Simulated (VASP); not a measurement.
MgO (e600), 2 atoms in the cell. Symmetry: Fm-3m, No. 225, cubic system. The conventional cell has a = 4.215 Å, b = 4.215 Å, c = 4.215 Å, α = 90.00°, β = 90.00°, γ = 90.00°. Within 2.8 Å of Mg (site symmetry m-3m) lie 6 O at 2.11 Å. O (site symmetry m-3m) has 6 Mg at 2.11 Å within 2.8 Å. 

- Program: VASP 6.6.1
- Task: single point
- Functional: PBEsol
- Potentials or basis: VASP PAW PBE potentials, release 64 (Mg, O)
- Cutoff: 520 eV
- k mesh: 10 × 10 × 10
- Occupations: gaussian, width 0.02 eV
- Spin: no spin polarisation
- Dipole correction: no
- Further INCAR settings: ALGO = Normal; EDIFF = 1e-06; NBANDS = 11

Potentials or basis: VASP PAW PBE potentials, release 64 (Mg, O).

Command:

```sh
$ cat potpaw_PBE.64/Mg/POTCAR potpaw_PBE.64/O/POTCAR > POTCAR
$ mpirun -np 1 vasp_std > vasp.out
```

Hardware: 1 thread of Intel Xeon 6975P-C, on a shared host.

Estimate the wall time of this run.

Run time: 8.2 s on 1 thread of Intel Xeon 6975P-C, with other jobs on the host, peak memory 0.14 GiB. Counts: scf iterations 12, k points 47.
